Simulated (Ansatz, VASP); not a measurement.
One calculation of Ge2Sb2Te5, two programs

```
Te Sb Ge
1.0
     6.83914   -3.06601    0.00000
     6.83914    3.06601    0.00000
    -6.83098    0.00000    6.84761
Te Sb Ge
5 2 2
Direct
  0.59470 0.59470 0.38643
  0.79529 0.79529 0.19611
  0.00832 0.00832 0.00643
  0.20652 0.20652 0.80980
  0.39996 0.39996 0.59712
  0.90171 0.90171 0.58787
  0.11187 0.11187 0.41735
  0.28429 0.28429 0.18783
  0.49734 0.49734 0.01104
```

Alike in both runs: functional PBEsol; k mesh 5 × 5 × 4; occupations fermi-dirac, width 0.05 eV; no spin polarisation.

```csv
,VASP,Ansatz
version,VASP 6.6.1,Ansatz 0.2.0
potentials or method,"VASP PAW PBE potentials, release 64 (Te, Sb, Ge_d)",Ansatz PAW
plane-wave cutoff (eV),520,420
valence electrons in the cell,68,138
task,single point,band structure
```

```tsv
	VASP	Ansatz	Ansatz less VASP
gap on the k mesh at the Fermi level (eV)	0.25	0.25	+0.003
least direct gap on the mesh (eV)	0.32	0.33	+0.004
pressure (GPa)	-2.4	-2.4	-0.04
traceless stress, the component that is largest in VASP (GPa)	-0.25	-0.23	+0.018
rms of the force components (eV/Å)	0.064	0.069	+0.0053
```

VASP's potentials were made for PBE, not for PBEsol. Atom by atom the forces differ by 0.007 eV/Å (rms over components). VASP's potentials hold 68 valence electrons a cell and Ansatz's 138, so a difference there can come from the potentials and not from the codes.

Spin-orbit coupling is off throughout. Noted on Ansatz's run: the k mesh misses the band edges, so the gap on the mesh is wider than the one along the path.
